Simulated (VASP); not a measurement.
# NaTa16 in VASP: single point with PBE

Aim: the single point of NaTa16 with PBE.

All numbers are computed with VASP 6.6.1; they aren't measurements. Logs are shortened: lines on timing, memory, paths and dates and some standing lists are left out, and cuts for length are marked.

## 1. The cell of the first run

The cell holds a slab with vacuum, 17 atoms: a = 6.638 Å, b = 6.638 Å, c = 20.300 Å, α = 90.00°, β = 90.00°, γ = 90.00°.

## 2. Single point, PBE

Input file INCAR:

```
PREC = Accurate
ENCUT = 400
EDIFF = 1E-6
ISMEAR = 0
SIGMA = 0.1
LREAL = F
LASPH = T
NELM = 120
ALGO = Normal
ISIF = 2
LWAVE = F
LCHARG = T
LDIPOL = T
IDIPOL = 3
DIPOL = 0.5 0.5 0.333
GGA = PE
LELF = T
LVHAR = T
LVACPOTAV = T
NBANDS = 106
GGA_COMPAT = F
NELMDL = -8
```

Input file KPOINTS:

```
regular mesh
0
Gamma
  4 4 1
```

Input file POSCAR:

```
NaTa16
1.0
    6.6379342679      0.0000000000      0.0000000000
    0.0000000000      6.6379342679      0.0000000000
    0.0000000000      0.0000000000     20.2996559574
Ta Na
16 1
Direct
    0.2500000000      0.2500000000      0.1970476745
    0.2500000000      0.7500000000      0.1970476745
    0.7500000000      0.2500000000      0.1970476745
    0.7500000000      0.7500000000      0.1970476745
    0.0000000000      0.0000000000      0.2787970190
    0.0000000000      0.5000000000      0.2787970190
    0.5000000000      0.0000000000      0.2787970190
    0.5000000000      0.5000000000      0.2787970190
    0.2500000000      0.2500000000      0.3599139064
    0.2500000000      0.7500000000      0.3599139064
    0.7500000000      0.2500000000      0.3599139064
    0.7500000000      0.7500000000      0.3599139064
    0.0000000000      0.0000000000      0.4334879357
    0.0000000000      0.5000000000      0.4334879357
    0.5000000000      0.0000000000      0.4334879357
    0.5000000000      0.5000000000      0.4334879357
    0.0625000000      0.0625000000      0.5837883357
```

Potentials or basis: VASP PAW PBE potentials, release 64 (Ta_pv, Na_pv).

The run is started by

```
cat potpaw_PBE.64/Ta_pv/POTCAR potpaw_PBE.64/Na_pv/POTCAR > POTCAR
mpirun -np 1 vasp_std > vasp.out
```

OUTCAR:

```text
PREC = Accurate
   ENCUT = 400
   EDIFF = 1E-6
   ISMEAR = 0
   LREAL = F
   LASPH = T
   NELM = 120
   ISIF = 2
   GGA = PE
   NELMDL = -8

 ion  position               nearest neighbor table
   1  0.250  0.250  0.197-   5 2.87   6 2.87   7 2.87   8 2.87   9 3.31   3 3.32   2 3.32   2 3.32
                             3 3.32
   2  0.250  0.750  0.197-   5 2.87   6 2.87   7 2.87   8 2.87  10 3.31   4 3.32   1 3.32   1 3.32
                             4 3.32
   3  0.750  0.250  0.197-   5 2.87   6 2.87   7 2.87   8 2.87  11 3.31   4 3.32   1 3.32   4 3.32
                             1 3.32
   4  0.750  0.750  0.197-   5 2.87   6 2.87   7 2.87   8 2.87  12 3.31   3 3.32   2 3.32   3 3.32
                             2 3.32
   5  0.000  0.000  0.279-   9 2.87  10 2.87  11 2.87  12 2.87   1 2.87   2 2.87   3 2.87   4 2.87
                            13 3.14   7 3.32   6 3.32   6 3.32   7 3.32
   6  0.000  0.500  0.279-   9 2.87  10 2.87  11 2.87  12 2.87   1 2.87   2 2.87   3 2.87   4 2.87
                            14 3.14   8 3.32   5 3.32   5 3.32   8 3.32
   7  0.500  0.000  0.279-   9 2.87  10 2.87  11 2.87  12 2.87   1 2.87   2 2.87   3 2.87   4 2.87
                            15 3.14   8 3.32   5 3.32   8 3.32   5 3.32
   8  0.500  0.500  0.279-   9 2.87  10 2.87  11 2.87  12 2.87   1 2.87   2 2.87   3 2.87   4 2.87
                            16 3.14   7 3.32   6 3.32   7 3.32   6 3.32
   9  0.250  0.250  0.360-  13 2.78  14 2.78  15 2.78  16 2.78   5 2.87   6 2.87   7 2.87   8 2.87
                             1 3.31  10 3.32  11 3.32  10 3.32  11 3.32
  10  0.250  0.750  0.360-  13 2.78  14 2.78  15 2.78  16 2.78   5 2.87   6 2.87   7 2.87   8 2.87
                             2 3.31   9 3.32  12 3.32   9 3.32  12 3.32
  11  0.750  0.250  0.360-  13 2.78  14 2.78  15 2.78  16 2.78   5 2.87   6 2.87   7 2.87   8 2.87
                             3 3.31   9 3.32  12 3.32  12 3.32   9 3.32
  12  0.750  0.750  0.360-  13 2.78  14 2.78  15 2.78  16 2.78   5 2.87   6 2.87   7 2.87   8 2.87
                             4 3.31  10 3.32  11 3.32  11 3.32  10 3.32
  13  0.000  0.000  0.433-   9 2.78  10 2.78  11 2.78  12 2.78  17 3.11   5 3.14  15 3.32  14 3.32
                            14 3.32  15 3.32
  14  0.000  0.500  0.433-   9 2.78  10 2.78  11 2.78  12 2.78   6 3.14  13 3.32  16 3.32  13 3.32
                            16 3.32
  15  0.500  0.000  0.433-   9 2.78  10 2.78  11 2.78  12 2.78   7 3.14  13 3.32  16 3.32  16 3.32
                            13 3.32
  16  0.500  0.500  0.433-   9 2.78  10 2.78  11 2.78  12 2.78   8 3.14  14 3.32  15 3.32  15 3.32
                            14 3.32
  17  0.062  0.062  0.584-  13 3.11

  LATTYP: Found a simple tetragonal cell.
 ALAT       =     6.6379342679
 C/A-ratio  =     3.0581284987

  Lattice vectors:

 A1 = (   6.6379342679,   0.0000000000,   0.0000000000)
 A2 = (   0.0000000000,   6.6379342679,   0.0000000000)
 A3 = (   0.0000000000,   0.0000000000,  20.2996559574)

Analysis of symmetry for initial positions (statically):
[... 155 lines left out ...]
   IMIX   =      4    mixing-type and parameters
     AMIX     =   0.40;   BMIX     =  1.00
     AMIX_MAG =   1.60;   BMIX_MAG =  1.00
  volume/ion in A,a.u.               =      52.61       355.06
  Fermi-wavevector in a.u.,A,eV,Ry     =   0.964659  1.822941 12.661124  0.930566
  Thomas-Fermi vector in A             =   2.094309
   LORBIT       =      0    0 simple, 1 ext, 2 COOP (PROOUT), +10 PAW based schemes
   GGA     = PE    functional components
   LHFCALC =     F    Hartree Fock is set to
   AEXX    =    0.0000 exact exchange contribution
   IVDW    =     0    specifies the selected vdW correction
   LEPSILON=     F    determine dielectric tensor
   LRPA    =     F    only Hartree local field effects (RPA)
 non-spin polarized calculation
 Gauss-broadening in eV      SIGMA  =   0.10
  energy-cutoff  :      400.00
  volume of cell :      894.45
 maximum number of plane-waves:     16304
 NGX is ok and might be reduce to    48
   NGX = 21   NGY = 21   NGZ = 67

 dipolmoment           0.000000      0.000000      0.371972 electrons x Angstroem

 number of electron     183.0000038 magnetization

 dipolmoment           0.000000      0.000000     -0.422661 electrons x Angstroem

 Free energy of the ion-electron system (eV)
  ---------------------------------------------------
  ext. energy  EPLUGINS =         0.00000000
  ---------------------------------------------------
  free energy    TOTEN  =      -175.26567959 eV

  energy without entropy =     -175.18197941  energy(sigma->0) =     -175.22382950

 E-fermi :  -0.0772     XC(G=0):  -5.6299

 val. band max:       -0.0889991864   @ k =   0.0000   0.0000   0.0000
 cond. band min:      -0.0530492370   @ k =   0.5000   0.2500   0.0000
 fundamental gap:      0.0359499494
 Fermi energy:        -0.0772392433

 k-point     1 :       0.0000    0.0000    0.0000
  band No.  band energies     occupation
      1     -35.0875      2.00000
      2     -35.0862      2.00000
      3     -35.0759      2.00000
      4     -35.0758      2.00000
      5     -35.0722      2.00000
      6     -35.0720      2.00000
[... 731 lines left out ...]
    102       0.3843      0.00000
    103       0.4025      0.00000
 [bands above 103 left out]

------------------------ aborting loop because EDIFF is reached ----------------------------------------

  FORCE on cell =-STRESS in cart. coord.  units (eV):
  Direction    XX          YY          ZZ          XY          YZ          ZX
  --------------------------------------------------------------------------------------
  -------------------------------------------------------------------------------------
  Total      -19.1381698    -19.1381698     -4.3892680      0.0385608      0.2448676      0.2448676
  in kB      -34.2812314    -34.2812314     -7.8622728      0.0690720      0.4386189      0.4386190
  external PRESSURE =     -25.4749119 kB  Pullay stress =       0.0000000 kB

 VOLUME and BASIS-vectors are now :
 -----------------------------------------------------------------------------
  energy-cutoff  :      400.00
  volume of cell :      894.45
      direct lattice vectors                 reciprocal lattice vectors
     6.637934268  0.000000000  0.000000000     0.150649277  0.000000000  0.000000000
     0.000000000  6.637934268  0.000000000     0.000000000  0.150649277  0.000000000
     0.000000000  0.000000000 20.299655957     0.000000000  0.000000000  0.049261919

 POSITION                                       TOTAL-FORCE (eV/Angst)
 -----------------------------------------------------------------------------------
      1.65948      1.65948      4.00000         0.011268      0.011268      0.764779
      1.65948      4.97845      4.00000         0.023675     -0.012666      0.758988
      4.97845      1.65948      4.00000        -0.012666      0.023675      0.758988
      4.97845      4.97845      4.00000        -0.024230     -0.024230      0.751820
      0.00000      0.00000      5.65948         0.012045      0.012045     -0.846951
      0.00000      3.31897      5.65948         0.007827     -0.007463     -0.791826
[... 9 lines left out ...]
      3.31897      3.31897      8.79966        -0.023881     -0.023881     -0.030872
      0.41487      0.41487     11.85070         0.082611      0.082611     -0.018690
 -----------------------------------------------------------------------------------
    total drift:                               -0.000010     -0.000010     -0.002960

  FREE ENERGIE OF THE ION-ELECTRON SYSTEM (eV)
  ---------------------------------------------------
  free  energy   TOTEN  =      -175.2656795937 eV

  energy  without entropy=     -175.1819794131  energy(sigma->0) =     -175.22382950

 vacuum level on the upper side and lower side of the slab         2.213         3.962
```

OSZICAR:

```text
N       E                     dE             d eps       ncg     rms          rms(c)
DAV:   1     0.139955527181E+04    0.13996E+04   -0.91333E+04  1924   0.124E+03
DAV:   2    -0.103051592449E+03   -0.15026E+04   -0.14743E+04  1670   0.370E+02
DAV:   3    -0.192117615432E+03   -0.89066E+02   -0.86174E+02  1904   0.762E+01
[... 25 lines left out ...]
DAV:  29    -0.175265567003E+03   -0.71833E-04   -0.10369E-05  1456   0.980E-03    0.371E-03
DAV:  30    -0.175265633559E+03   -0.66555E-04   -0.77862E-06  1216   0.422E-03    0.295E-03
DAV:  31    -0.175265664001E+03   -0.30443E-04   -0.35513E-06  1088   0.310E-03    0.204E-03
DAV:  32    -0.175265676708E+03   -0.12707E-04   -0.25718E-06  1120   0.297E-03    0.996E-04
DAV:  33    -0.175265678884E+03   -0.21753E-05   -0.52620E-07  1024   0.194E-03    0.775E-04
DAV:  34    -0.175265679594E+03   -0.71006E-06   -0.30068E-07   984   0.145E-03
   1 F= -.17526568E+03 E0= -.17522383E+03  d E =-.837002E-01
```

stdout:

```text
POSCAR found type information on POSCAR TaNa
 POSCAR found :  2 types and      17 ions
 scaLAPACK will be used
 -----------------------------------------------------------------------------
[... 26 lines left out ...]
|     Did not find any points to average over, which means that no vacuum     |
|     field-free region was found. Please increase the size of  your cell     |
|     in the dimension of the dipole correction to obtain accurate            |
|     workfunction values.                                                    |
|                                                                             |
 -----------------------------------------------------------------------------
```

Wall time 20 min (1 thread of Intel Xeon Platinum 8559C (Emerald Rapids), shared host); peak memory 0.77 GiB.

Results:

- Free energy: -175.2657 eV
- Largest force: 0.847 eV/Å
- Band gap on the k mesh: zero (an odd number of electrons rules out a gap without spin polarisation)

Forces in eV/Å, atoms in the order of the input:
```
Ta   0.011  0.011  0.765
Ta   0.024 -0.013  0.759
Ta  -0.013  0.024  0.759
Ta  -0.024 -0.024  0.752
Ta   0.012  0.012 -0.847
Ta   0.008 -0.007 -0.792
Ta  -0.007  0.008 -0.792
Ta  -0.010 -0.010 -0.800
Ta  -0.007 -0.007 -0.076
Ta   0.002  0.011 -0.051
Ta   0.011  0.002 -0.051
Ta   0.000  0.000 -0.033
Ta  -0.040 -0.040 -0.179
Ta   0.041 -0.066  0.317
Ta  -0.066  0.041  0.317
Ta  -0.024 -0.024 -0.031
Na   0.083  0.083 -0.019
```

Caveat: spin-orbit coupling is left out, which moves the levels of the heavy elements.
